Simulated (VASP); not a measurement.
# Ga (I4/mmm) in VASP: further runs

Runs on Ga. Level: r2SCAN. Tasks: single point.

Everything below comes from runs of VASP 6.6.1. Logs are shortened: lines on timing, memory, paths and dates and some standing lists are left out, and cuts for length are marked.

## (1) The cell of the first run

The structure is tetragonal, space group I4/mmm (No. 139). Conventional cell: a = 3.025 Å, b = 3.025 Å, c = 3.842 Å, α = 90.00°, β = 90.00°, γ = 90.00°. Within 3.9 Å of Ga (site symmetry 4/mmm) lie 14 Ga at 2.87 to 3.84 Å.

## (2) Single point, r2SCAN

Input file POSCAR:

```
Ga
1.0
   -1.5124131524      1.5124131524      1.9208939696
    1.5124131524     -1.5124131524      1.9208939696
    1.5124131524      1.5124131524     -1.9208939696
Ga
1
Direct
    0.0000000000      0.0000000000      0.0000000000
```

Input file INCAR.step1:

```
ALGO = Normal
EDIFF = 1E-4
ENCUT = 520
GGA = PE
ISMEAR = 0
LASPH = T
LCHARG = F
LREAL = F
LWAVE = T
NBANDS = 12
NELM = 100
PREC = Accurate
SIGMA = 0.15
```

Input file INCAR.step2:

```
ALGO = Normal
EDIFF = 1E-7
ENCUT = 520
ISIF = 2
ISMEAR = 0
ISTART = 1
LASPH = T
LCHARG = T
LELF = T
LMIXTAU = T
LREAL = F
LVHAR = T
LWAVE = F
METAGGA = R2SCAN
NBANDS = 12
NELM = 100
PREC = Accurate
SIGMA = 0.15
```

Input file KPOINTS:

```
k-points
0
Gamma
  26 26 26
```

Potentials or basis: VASP PAW PBE potentials, release 64 (Ga_d).

Command:

```console
cat potpaw_PBE.64/Ga_d/POTCAR > POTCAR
cp INCAR.step1 INCAR
mpirun -np 1 vasp_std > vasp.out
cp INCAR.step2 INCAR
mpirun -np 1 vasp_std > vasp.out
```

OUTCAR:

```text
EDIFF = 1E-7
   ENCUT = 520
   ISIF = 2
   ISMEAR = 0
   ISTART = 1
   LASPH = T
   LREAL = F
   METAGGA = R2SCAN
   NELM = 100
   PREC = Accurate

 ion  position               nearest neighbor table
   1  0.000  0.000  0.000-

  LATTYP: Found a body centered tetragonal cell.
 ALAT       =     3.0248263048
 C/A-ratio  =     1.2700854701

  Lattice vectors:

 A1 = (  -1.5124131524,   1.5124131524,   1.9208939696)
 A2 = (   1.5124131524,  -1.5124131524,   1.9208939696)
 A3 = (   1.5124131524,   1.5124131524,  -1.9208939696)

Analysis of symmetry for initial positions (statically):
=====================================================================
 Subroutine PRICEL returns:
 Original cell was already a primitive cell.

 Routine SETGRP: Setting up the symmetry group for a
 body centered tetragonal supercell.

 Subroutine GETGRP returns: Found 16 space group operations
 (whereof 16 operations were pure point group operations)
 out of a pool of 16 trial point group operations.

The static configuration has the point symmetry D_4h.

Analysis of symmetry for dynamics (positions and initial velocities):
=====================================================================
 Subroutine PRICEL returns:
 Original cell was already a primitive cell.

 Routine SETGRP: Setting up the symmetry group for a
 body centered tetragonal supercell.

 Subroutine GETGRP returns: Found 16 space group operations
 (whereof 16 operations were pure point group operations)
 out of a pool of 16 trial point group operations.

The dynamic configuration has the point symmetry D_4h.

 Subroutine INISYM returns: Found 16 space group operations
 (whereof 16 operations are pure point group operations),
 and found     1 'primitive' translations

----------------------------------------------------------------------------------------

                                     Primitive cell

  volume of cell :      17.5754

  direct lattice vectors                    reciprocal lattice vectors
    -1.512413152  1.512413152  1.920893970     0.000000000  0.330597495  0.260295471
     1.512413152 -1.512413152  1.920893970     0.330597495  0.000000000  0.260295471
     1.512413152  1.512413152 -1.920893970     0.330597495  0.330597495  0.000000000

  length of vectors
     2.874825339  2.874825339  2.874825339     0.420771239  0.420771239  0.467535462

  position of ions in fractional coordinates (direct lattice)
     0.000000000  0.000000000  0.000000000

  ion indices of the primitive-cell ions
   primitive index   ion index
                 1           1

----------------------------------------------------------------------------------------

 KPOINTS: k-points

Automatic generation of k-mesh.
 Grid dimensions read from file:
 generate k-points for:   26   26   26

 Generating k-lattice:

  Cartesian coordinates                     Fractional coordinates (reciprocal lattice)
     0.000000000  0.012715288  0.010011364     0.038461538  0.000000000  0.000000000
     0.012715288  0.000000000  0.010011364     0.000000000  0.038461538  0.000000000
     0.012715288  0.012715288  0.000000000     0.000000000  0.000000000  0.038461538

  Length of vectors
     0.016183509  0.016183509  0.017982133

  Shift w.r.t. Gamma in fractional coordinates (k-lattice)
     0.000000000  0.000000000  0.000000000

 Subroutine IBZKPT returns following result:
 ===========================================

 Found   1330 irreducible k-points:

 Following reciprocal coordinates:
            Coordinates               Weight
  0.000000  0.000000  0.000000      1.000000
  0.038462  0.000000  0.000000      8.000000
  0.076923  0.000000  0.000000      8.000000
  0.115385  0.000000 -0.000000      8.000000
  0.153846  0.000000  0.000000      8.000000
  0.192308 -0.000000  0.000000      8.000000
[... 16 lines left out ...]
  0.346154  0.038462  0.000000     16.000000
  0.384615  0.038462  0.000000     16.000000
 [... further k-points ...]
   k-points           NKPTS =   1330   k-points in BZ     NKDIM =   1330   number of bands    NBANDS=     12
   number of dos      NEDOS =    301   number of ions     NIONS =      1
   total plane-waves  NPLWV =  13824
   dimension x,y,z NGX =    24 NGY =   24 NGZ =   24
   dimension x,y,z NGXF=    48 NGYF=   48 NGZF=   48
   ions per type =               1
   NGX,Y,Z   is equivalent  to a cutoff of  13.88, 13.88, 13.88 a.u.
   NGXF,Y,Z  is equivalent  to a cutoff of  27.76, 27.76, 27.76 a.u.
 SYSTEM =  unknown system
   PREC   = accura    normal or accurate (medium, high low for compatibility)
   ISTART =      1    job   : 0-new  1-cont  2-samecut
   ICHARG =      0    charge: 1-file 2-atom 10-const
   ISPIN  =      1    spin polarized calculation?
   LNONCOLLINEAR =      F non collinear calculations
   LSORBIT =      F    spin-orbit coupling
   LASPH  =      T    aspherical Exc in radial PAW
   ENCUT  =  520.0 eV  38.22 Ry    6.18 a.u.   5.35  5.35  5.35*2*pi/ulx,y,z
   NELM   =    100;   NELMIN=  2; NELMDL=  0     # of ELM steps
   EDIFF  = 0.1E-06   stopping-criterion for ELM
   LREAL  =      F    real-space projection
   EDIFFG = 0.1E-05   stopping-criterion for IOM
   NSW    =      0    number of steps for IOM
   IBRION =     -1    ionic relax: 0-MD 1-quasi-New 2-CG
   NFREE  =      0    steps in history (QN), initial steepest desc. (CG)
   ISIF   =      2    stress and relaxation
   ISYM   =      2    0-nonsym 1-usesym 2-fastsym
   POTIM  = 0.5000    time-step for ionic-motion
   TEBEG  =    0.0;   TEEND  =   0.0 temperature during run
   PSTRESS=    0.0 pullay stress
   NELECT =      13.0000    total number of electrons
   NUPDOWN=      -1.0000    fix difference up-down
   EMIN   =  10.00;   EMAX   =-10.00  energy-range for DOS
   EFERMI =   0.00;   METHOD = LEGACY
   ISMEAR =     0;   SIGMA  =   0.15  broadening in eV -4-tet -1-fermi 0-gaus
   EFERMI_NEDOS =   21; number of points for ismear=-14 and -15
   IALGO  =     38    algorithm
   IMIX   =      4    mixing-type and parameters
     AMIX     =   0.40;   BMIX     =  1.00
     AMIX_MAG =   1.60;   BMIX_MAG =  1.00
  volume/ion in A,a.u.               =      17.58       118.60
  Fermi-wavevector in a.u.,A,eV,Ry     =   1.480544  2.797822 29.824096  2.192009
  Thomas-Fermi vector in A             =   2.594565
   LORBIT       =      0    0 simple, 1 ext, 2 COOP (PROOUT), +10 PAW based schemes
   METAGGA = R2SCAN    functional components
   LHFCALC =     F    Hartree Fock is set to
   AEXX    =    0.0000 exact exchange contribution
   IVDW    =     0    specifies the selected vdW correction
   LEPSILON=     F    determine dielectric tensor
   LRPA    =     F    only Hartree local field effects (RPA)
 non-spin polarized calculation
 Gauss-broadening in eV      SIGMA  =   0.15
  energy-cutoff  :      520.00
  volume of cell :       17.58
 maximum number of plane-waves:       495
 NGX is ok and might be reduce to    24
   NGX = 11   NGY = 11   NGZ = 11

 number of electron      12.9999994 magnetization

 Free energy of the ion-electron system (eV)
  ---------------------------------------------------
  ext. energy  EPLUGINS =         0.00000000
  ---------------------------------------------------
  free energy    TOTEN  =       -11.30363709 eV

  energy without entropy =      -11.29913303  energy(sigma->0) =      -11.30138506

 E-fermi :   6.1599     XC(G=0): -12.5998

 val. band max:        6.1539863773   @ k =   0.2692   0.2692   0.2308
 cond. band min:       6.1609649095   @ k =  -0.1923   0.4231   0.0385
 fundamental gap:      0.0069785322
 Fermi energy:         6.1599492157

 k-point     1 :       0.0000    0.0000    0.0000
  band No.  band energies     occupation
      1      -9.4184      2.00000
      2      -9.4184      2.00000
      3      -9.3125      2.00000
      4      -9.2969      2.00000
      5      -9.1849      2.00000
      6      -6.0954      2.00000
      7      19.7645      0.00000
      8      20.1472      0.00000
      9      20.1473      0.00000
     10      23.3581      0.00000
     11      23.5591      0.00000
     12      23.5592      0.00000

 k-point     2 :       0.0385    0.0000    0.0000
  band No.  band energies     occupation
      1      -9.4175      2.00000
      2      -9.4160      2.00000
      3      -9.3121      2.00000
      4      -9.2966      2.00000
      5      -9.1859      2.00000
      6      -6.0530      2.00000
      7      19.3055      0.00000
      8      19.8938      0.00000
      9      19.9754      0.00000
     10      22.6939      0.00000
     11      23.7735      0.00000
     12      24.0446      0.00000

 k-point     3 :       0.0769    0.0000    0.0000
  band No.  band energies     occupation
      1      -9.4155      2.00000
      2      -9.4095      2.00000
      3      -9.3111      2.00000
      4      -9.2950      2.00000
      5      -9.1886      2.00000
      6      -5.9254      2.00000
      7      17.8949      0.00000
      8      19.5596      0.00000
      9      19.6621      0.00000
     10      22.3594      0.00000
     11      24.2801      0.00000
     12      24.4451      0.00000

 k-point     4 :       0.1154    0.0000   -0.0000
  band No.  band energies     occupation
      1      -9.4138      2.00000
      2      -9.4014      2.00000
      3      -9.3092      2.00000
      4      -9.2903      2.00000
      5      -9.1923      2.00000
      6      -5.7116      2.00000
      7      16.1998      0.00000
      8      19.0484      0.00000
      9      19.3977      0.00000
     10      22.1930      0.00000
     11      24.6969      0.00000
     12      24.9274      0.00000

 k-point     5 :       0.1538    0.0000    0.0000
  band No.  band energies     occupation
      1      -9.4144      2.00000
      2      -9.3951      2.00000
      3      -9.3064      2.00000
      4      -9.2794      2.00000
      5      -9.1958      2.00000
      6      -5.4106      2.00000
      7      14.4565      0.00000
      8      18.5243      0.00000
      9      19.1146      0.00000
     10      22.0922      0.00000
     11      24.4313      0.00000
     12      25.0956      0.00000
[... 228 lines left out ...]
      1      -9.4435      2.00000
      2      -9.4040      2.00000
      3      -9.3025      2.00000
      4      -9.1991      2.00000
      5      -9.1821      2.00000
      6      -3.7002      2.00000
      7       8.8782      0.00000
      8      16.1882      0.00000
      9      18.4718      0.00000
     10      22.0729      0.00000
     11      22.5720      0.00000
     12      24.4411      0.00000

 k-point    22 :       0.3077    0.0385    0.0000
  band No.  band energies     occupation
      1      -9.4580      2.00000
      2      -9.4122      2.00000
      3      -9.3063      2.00000
      4      -9.1822      2.00000
      5      -9.1575      2.00000
      6      -3.0121      2.00000
      7       7.3582      0.00000
      8      15.9350      0.00000
      9      18.1881      0.00000
     10      21.6977      0.00000
     11      22.4918      0.00000
     12      24.0300      0.00000

 k-point    23 :       0.3462    0.0385    0.0000
  band No.  band energies     occupation
      1      -9.4721      2.00000
      2      -9.4200      2.00000
      3      -9.3114      2.00000
      4      -9.1674      2.00000
      5      -9.1323      2.00000
      6      -2.2372      2.00000
      7       5.9114      1.98089
      8      15.7491      0.00000
      9      17.9375      0.00000
     10      21.3916      0.00000
     11      22.3446      0.00000
     12      23.7890      0.00000

 k-point    24 :       0.3846    0.0385    0.0000
  band No.  band energies     occupation
      1      -9.4843      2.00000
      2      -9.4267      2.00000
      3      -9.3165      2.00000
      4      -9.1543      2.00000
      5      -9.1111      2.00000
      6      -1.3775      2.00000
      7       4.5417      2.00000
      8      15.6305      0.00000
      9      17.7264      0.00000
     10      21.1790      0.00000
     11      22.1116      0.00000
     12      23.6756      0.00000

 [... further k-points ...]
[... 5 lines left out ...]
  --------------------------------------------------------------------------------------
  -------------------------------------------------------------------------------------
  Total        0.0535725      0.0535725      0.2119180      0.0000000     -0.0000000      0.0000000
  in kB        4.8836923      4.8836923     19.3185368      0.0000000     -0.0000000      0.0000000
  external PRESSURE =       9.6953071 kB  Pullay stress =       0.0000000 kB

 VOLUME and BASIS-vectors are now :
 -----------------------------------------------------------------------------
  energy-cutoff  :      520.00
  volume of cell :       17.58
      direct lattice vectors                 reciprocal lattice vectors
    -1.512413152  1.512413152  1.920893970     0.000000000  0.330597495  0.260295471
     1.512413152 -1.512413152  1.920893970     0.330597495  0.000000000  0.260295471
     1.512413152  1.512413152 -1.920893970     0.330597495  0.330597495  0.000000000

 POSITION                                       TOTAL-FORCE (eV/Angst)
 -----------------------------------------------------------------------------------
      0.00000      0.00000      0.00000         0.000000      0.000000      0.000000
 -----------------------------------------------------------------------------------
    total drift:                                0.000000      0.000000     -0.000000

  FREE ENERGIE OF THE ION-ELECTRON SYSTEM (eV)
  ---------------------------------------------------
  free  energy   TOTEN  =       -11.3036370929 eV

  energy  without entropy=      -11.2991330259  energy(sigma->0) =      -11.30138506
```

It took 6.2 min on 1 thread of Intel Xeon 6975P-C (Granite Rapids), shared host; peak memory 0.38 GiB.

What came out:

| Item | Value |
| --- | --- |
| Free energy | -11.3036 eV |
| Pressure | 1.0 GPa |
| Band gap on the k mesh | zero (an odd number of electrons rules out a gap without spin polarisation) |

Caveat: the PAW data sets were made with another functional, which shifts forces and pressure a little.

[end of part 1 of 2]
